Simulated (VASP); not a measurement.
Wanted: the native input for a VASP 6.6.1 run.

- Task: single point
- Functional: LDA
- Potentials or basis: VASP PAW LDA potentials, release 64 (Hg, F, Cu)
- Cutoff: 600 eV
- k mesh: 5 × 5 × 3
- Occupations: fermi-dirac, width 0.1 eV
- Spin: collinear spin
- Starting moments: [1.0, -2.0, -1.0, -0.5, 2.0, 4.0] μB
- Dipole correction: no
- Further INCAR settings: ALGO = Normal; EDIFF = 1e-06; NBANDS = 43

The structure of CuHgF lies in POSCAR:

```
CuHgF
1.0
    3.8011020000      0.0000000000      0.0000000000
    0.0000000000      3.8011020000      0.0000000000
    0.0000000000      0.0000000000      6.3088570000
Hg F Cu
2 2 2
Direct
    0.0000000000      0.5000000000      0.2077000000
    0.5000000000      0.0000000000      0.7923000000
    0.0000000000      0.5000000000      0.6524000000
    0.5000000000      0.0000000000      0.3476000000
    0.0000000000      0.0000000000      0.0000000000
    0.5000000000      0.5000000000      0.0000000000
```

The input as run:

INCAR

```
SYSTEM = CuHgF
ALGO     = Normal         ! electronic algorithm
EDIFF    = 1E-6           ! SCF threshold, eV
ENCUT    = 600            ! plane-wave cutoff, eV
GGA_COMPAT= .False.      
ISIF     = 2              ! what is computed and relaxed
ISMEAR   = -1             ! smearing method
ISPIN    = 2              ! spin polarisation
LASPH    = .True.         ! aspherical terms in the spheres
LCHARG   = .False.        ! write CHGCAR
LMAXMIX  = 4              ! l up to which the mixer works
LORBIT   = 11             ! projections on sites
LREAL    = .False.        ! projectors in reciprocal space
LWAVE    = .False.        ! write WAVECAR
MAGMOM   = 1 -2 -1 -0.5 2 4 ! initial moments
NBANDS   = 43             ! bands
NELM     = 200            ! most SCF steps
PREC     = Accurate       ! precision mode
SIGMA    = 0.1            ! smearing width, eV
```

KPOINTS

```
k-points
0
Gamma
  5 5 3
  0 0 0
```

Potentials or basis: VASP PAW LDA potentials, release 64 (Hg, F, Cu).

Launch:

```bash
$ cat potpaw_LDA.64/Hg/POTCAR potpaw_LDA.64/F/POTCAR potpaw_LDA.64/Cu/POTCAR > POTCAR
$ mpirun -np 1 vasp_std > vasp.out
```

It gave:

* Pressure: 16.2 GPa
* Largest force: 6.436 eV/Å
* Band gap on the k mesh: 0.90 eV (least direct gap 1.56 eV)
* Net moment: 0.00 μB per cell
* Valence electrons inside the program's atomic spheres: Hg 10.69; F 5.96; Cu 10.23

Caveat: the cell stands under pressure; spin-orbit coupling is left out, which moves the levels of the heavy elements; forces of over 1 eV/Å act on the atoms, so gaps and moduli don't describe the material at rest.

Run time: 6.5 min on 1 thread of AMD EPYC 7R13, on a shared host, peak memory 0.24 GiB.
